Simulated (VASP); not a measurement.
# Ti (P6_3/mmc) in VASP: further runs

Ti is run at these levels: LDA; tasks: single point.

Program: VASP 6.6.1. These are calculated values, not measurements. Logs are shortened: lines on timing, memory, paths and dates and some standing lists are left out, and cuts for length are marked.

## (1) The cell of the first run

Symmetry: P6_3/mmc, No. 194, hexagonal system. The conventional cell has a = 2.864 Å, b = 2.864 Å, c = 4.540 Å, α = 90.00°, β = 90.00°, γ = 120.00°. Within 3.7 Å of Ti (site symmetry -6m2) lie 12 Ti at 2.81 to 2.86 Å.

## (2) Single point, LDA

INCAR

```
SYSTEM = Ti
PREC = Accurate
ENCUT = 520
EDIFF = 1E-7
ISMEAR = 1
SIGMA = 0.6
LREAL = .False.
LASPH = .True.
NELM = 100
ALGO = Normal
ISIF = 2
LWAVE = .False.
LCHARG = .False.
NBANDS = 19
```

KPOINTS

```
Automatic mesh
0
Gamma
  13 13 7
  0 0 0
```

POSCAR

```
Ti
1.0
    2.8638698861      0.0000000000      0.0000000000
   -1.4319349430      2.4801840745      0.0000000000
    0.0000000000      0.0000000000      4.5399943151
Ti
2
Direct
    0.3333333333      0.6666666667      0.2500000000
    0.6666666667      0.3333333333      0.7500000000
```

Potentials or basis: VASP PAW LDA potentials, release 64 (Ti_sv).

Started as:

```bash
$ cat potpaw_LDA.64/Ti_sv/POTCAR > POTCAR
$ mpirun -np 1 vasp_std > vasp.out
```

OUTCAR:

```text
SYSTEM = Ti
   PREC = Accurate
   ENCUT = 520
   EDIFF = 1E-7
   ISMEAR = 1
   LREAL = .False.
   LASPH = .True.
   NELM = 100
   ISIF = 2

 ion  position               nearest neighbor table
   1  0.333  0.667  0.250-   2 2.81   2 2.81   2 2.81   2 2.81   2 2.81   2 2.81
   2  0.667  0.333  0.750-   1 2.81   1 2.81   1 2.81   1 2.81   1 2.81   1 2.81

  LATTYP: Found a hexagonal cell.
 ALAT       =     2.8638698861
 C/A-ratio  =     1.5852655657

  Lattice vectors:

 A1 = (   2.8638698861,   0.0000000000,   0.0000000000)
 A2 = (  -1.4319349430,   2.4801840745,   0.0000000000)
 A3 = (   0.0000000000,   0.0000000000,   4.5399943151)

Analysis of symmetry for initial positions (statically):
=====================================================================
 Subroutine PRICEL returns:
 Original cell was already a primitive cell.

 Routine SETGRP: Setting up the symmetry group for a
 hexagonal supercell.

 Subroutine GETGRP returns: Found 24 space group operations
 (whereof 12 operations were pure point group operations)
 out of a pool of 24 trial point group operations.

The static configuration has the point symmetry D_3d.
 The point group associated with its full space group is D_6h.

Analysis of symmetry for dynamics (positions and initial velocities):
=====================================================================
 Subroutine PRICEL returns:
 Original cell was already a primitive cell.

 Routine SETGRP: Setting up the symmetry group for a
 hexagonal supercell.

 Subroutine GETGRP returns: Found 24 space group operations
 (whereof 12 operations were pure point group operations)
 out of a pool of 24 trial point group operations.

The dynamic configuration has the point symmetry D_3d.
 The point group associated with its full space group is D_6h.

 Subroutine INISYM returns: Found 24 space group operations
 (whereof 12 operations are pure point group operations),
 and found     1 'primitive' translations

----------------------------------------------------------------------------------------

                                     Primitive cell

  volume of cell :      32.2472

  direct lattice vectors                    reciprocal lattice vectors
     2.863869886  0.000000000  0.000000000     0.349177875  0.201597940  0.000000000
    -1.431934943  2.480184074  0.000000000     0.000000000  0.403195880  0.000000000
     0.000000000  0.000000000  4.539994315     0.000000000  0.000000000  0.220264593

  length of vectors
     2.863869886  2.863869886  4.539994315     0.403195880  0.403195880  0.220264593

[... 75 lines left out ...]
   LNONCOLLINEAR =      F non collinear calculations
   LSORBIT =      F    spin-orbit coupling
   LASPH  =      T    aspherical Exc in radial PAW
   ENCUT  =  520.0 eV  38.22 Ry    6.18 a.u.   5.32  5.32  8.44*2*pi/ulx,y,z
   NELM   =    100;   NELMIN=  2; NELMDL= -5     # of ELM steps
   EDIFF  = 0.1E-06   stopping-criterion for ELM
   LREAL  =      F    real-space projection
   EDIFFG = 0.1E-05   stopping-criterion for IOM
   NSW    =      0    number of steps for IOM
   IBRION =     -1    ionic relax: 0-MD 1-quasi-New 2-CG
   NFREE  =      0    steps in history (QN), initial steepest desc. (CG)
   ISIF   =      2    stress and relaxation
   ISYM   =      2    0-nonsym 1-usesym 2-fastsym
   POTIM  = 0.5000    time-step for ionic-motion
   TEBEG  =    0.0;   TEEND  =   0.0 temperature during run
   PSTRESS=    0.0 pullay stress
   NELECT =      24.0000    total number of electrons
   NUPDOWN=      -1.0000    fix difference up-down
   EMIN   =  10.00;   EMAX   =-10.00  energy-range for DOS
   EFERMI =   0.00;   METHOD = LEGACY
   ISMEAR =     1;   SIGMA  =   0.60  broadening in eV -4-tet -1-fermi 0-gaus
   EFERMI_NEDOS =   21; number of points for ismear=-14 and -15
   IALGO  =     38    algorithm
   IMIX   =      4    mixing-type and parameters
     AMIX     =   0.40;   BMIX     =  1.00
     AMIX_MAG =   1.60;   BMIX_MAG =  1.00
  volume/ion in A,a.u.               =      16.12       108.81
  Fermi-wavevector in a.u.,A,eV,Ry     =   1.483592  2.803582 29.947028  2.201044
  Thomas-Fermi vector in A             =   2.597234
   LORBIT       =      0    0 simple, 1 ext, 2 COOP (PROOUT), +10 PAW based schemes
   GGA     = CA    functional components
   LHFCALC =     F    Hartree Fock is set to
   AEXX    =    0.0000 exact exchange contribution
   IVDW    =     0    specifies the selected vdW correction
   LEPSILON=     F    determine dielectric tensor
   LRPA    =     F    only Hartree local field effects (RPA)
 non-spin polarized calculation
 Methfessel and Paxton  Order N= 1 SIGMA  =   0.60
  energy-cutoff  :      520.00
  volume of cell :       32.25
 maximum number of plane-waves:       883
 NGX is ok and might be reduce to    24
   NGX = 11   NGY = 11   NGZ = 17

 number of electron      24.0000004 magnetization

 Free energy of the ion-electron system (eV)
  ---------------------------------------------------
  ext. energy  EPLUGINS =         0.00000000
  ---------------------------------------------------
  free energy    TOTEN  =       -17.07212998 eV

  energy without entropy =      -17.13942696  energy(sigma->0) =      -17.09456231

 E-fermi :   8.8490     XC(G=0): -12.1452

 val. band max:        8.8482493791   @ k =   0.2308   0.2308   0.4286
 cond. band min:       8.8545039094   @ k =   0.0769   0.0769   0.4286
 fundamental gap:      0.0062545303
 Fermi energy:         8.8489747736

 k-point     1 :       0.0000    0.0000    0.0000
  band No.  band energies     occupation
      1     -47.1516      2.00000
      2     -46.9575      2.00000
      3     -24.2117      2.00000
      4     -23.4003      2.00000
      5     -23.4003      2.00000
      6     -23.2857      2.00000
[... 505 lines left out ...]
      6     -23.4361      2.00000
[... 11 lines left out ...]
     18      10.8151     -0.00004
     19      12.4757     -0.00000

 [... further k-points ...]
[... 5 lines left out ...]
  --------------------------------------------------------------------------------------
  -------------------------------------------------------------------------------------
  Total       -0.1242880     -0.1242880     -0.1437033     -0.0000000     -0.0000000      0.0000000
  in kB       -6.1751484     -6.1751484     -7.1397777     -0.0000000     -0.0000000      0.0000000
  external PRESSURE =      -6.4966915 kB  Pullay stress =       0.0000000 kB

 VOLUME and BASIS-vectors are now :
 -----------------------------------------------------------------------------
  energy-cutoff  :      520.00
  volume of cell :       32.25
      direct lattice vectors                 reciprocal lattice vectors
     2.863869886  0.000000000  0.000000000     0.349177875  0.201597940  0.000000000
    -1.431934943  2.480184074  0.000000000     0.000000000  0.403195880  0.000000000
     0.000000000  0.000000000  4.539994315     0.000000000  0.000000000  0.220264593

 POSITION                                       TOTAL-FORCE (eV/Angst)
 -----------------------------------------------------------------------------------
     -0.00000      1.65346      1.13500         0.000000     -0.000000      0.000000
      1.43193      0.82673      3.40500        -0.000000      0.000000      0.000000
 -----------------------------------------------------------------------------------
    total drift:                               -0.000000      0.000000     -0.000000

  FREE ENERGIE OF THE ION-ELECTRON SYSTEM (eV)
  ---------------------------------------------------
  free  energy   TOTEN  =       -17.0721299849 eV

  energy  without entropy=      -17.1394269629  energy(sigma->0) =      -17.09456231
```

OSZICAR:

```text
N       E                     dE             d eps       ncg     rms          rms(c)
DAV:   1     0.263193900002E+03    0.26319E+03   -0.13026E+04  3192   0.158E+03
DAV:   2     0.110787107125E+02   -0.25212E+03   -0.24788E+03  3296   0.444E+02
DAV:   3    -0.178265972748E+02   -0.28905E+02   -0.28505E+02  5922   0.123E+02
DAV:   4    -0.189503491301E+02   -0.11238E+01   -0.11221E+01  3661   0.253E+01
DAV:   5    -0.189979447428E+02   -0.47596E-01   -0.47589E-01  4681   0.382E+00    0.125E+01
DAV:   6    -0.170760558002E+02    0.19219E+01   -0.67245E+00  3718   0.261E+01    0.329E+00
DAV:   7    -0.170533438947E+02    0.22712E-01   -0.68729E-01  4769   0.583E+00    0.206E+00
DAV:   8    -0.170802869265E+02   -0.26943E-01   -0.22439E-01  3428   0.567E+00    0.798E-01
DAV:   9    -0.170715237024E+02    0.87632E-02   -0.45166E-02  3482   0.239E+00    0.831E-02
DAV:  10    -0.170721294082E+02   -0.60571E-03   -0.38656E-03  4663   0.341E-01    0.888E-02
DAV:  11    -0.170721447763E+02   -0.15368E-04   -0.11561E-04  4005   0.880E-02    0.455E-02
DAV:  12    -0.170721298323E+02    0.14944E-04   -0.53925E-05  3681   0.695E-02    0.214E-03
DAV:  13    -0.170721296753E+02    0.15698E-06   -0.17631E-06  4089   0.123E-02    0.432E-03
DAV:  14    -0.170721299587E+02   -0.28342E-06   -0.40095E-07  3135   0.594E-03    0.452E-04
DAV:  15    -0.170721299849E+02   -0.26230E-07   -0.37979E-08  1745   0.111E-03
   1 F= -.17072130E+02 E0= -.17094562E+02  d E =0.672970E-01
```

Wall time 29 s (1 thread of Intel Xeon Platinum 8488C (Sapphire Rapids), shared host); peak memory 0.16 GiB.

Results:

| Item | Value |
| --- | --- |
| Free energy | -17.0721 eV |
| Pressure | -0.6 GPa |
| Band gap on the k mesh | zero (band 12 reaches 9.68 eV, above the bottom of band 13 at 8.59 eV) |

Stress tensor (GPa, compression positive):
```
-0.62  0.00  0.00
 0.00 -0.62  0.00
 0.00  0.00 -0.71
```

## (3) Single point, LDA

INCAR

```
  PREC = Accurate
  ENCUT = 520
  EDIFF = 1E-6
  ISMEAR = 1
  SIGMA = 1.0
  LREAL = F
  LASPH = T
  NELM = 100
  ALGO = Normal
  ISIF = 2
  LWAVE = F
  LCHARG = F
  GGA = CA
  NBANDS = 19
```

KPOINTS

```
Automatic mesh
0
Gamma
  13 13 7
```

POSCAR is that of step 2.

Potentials or basis: VASP PAW LDA potentials, release 64 (Ti_sv).

Started as:

```bash
$ cat potpaw_LDA.64/Ti_sv/POTCAR > POTCAR
$ mpirun -np 1 vasp_std > vasp.out
```

Wall time 27 s (1 thread of Intel Xeon Platinum 8488C (Sapphire Rapids), shared host); peak memory 0.14 GiB.

Results (log left out):

```
Free energy            : -17.0315 eV
Pressure               : -0.5 GPa
Band gap on the k mesh : zero (band 12 reaches 9.67 eV, above the bottom of band 13 at 8.58 eV)
```

Stress tensor (GPa, compression positive):
```
-0.80  0.00  0.00
 0.00 -0.80  0.00
 0.00  0.00  0.13
```

Levels at points of the mesh, in eV from the Fermi level:
```tsv
k point	band 8	band 9	band 10	band 11	band 12	band 13	band 14	band 15	band 16	band 17
(0.00, 0.00, 0.00)	-32.08	-6.22	-2.79	0.84	0.84	1.01	1.18	1.39	1.39	1.81
```

(Continued in part 2 of 2.)
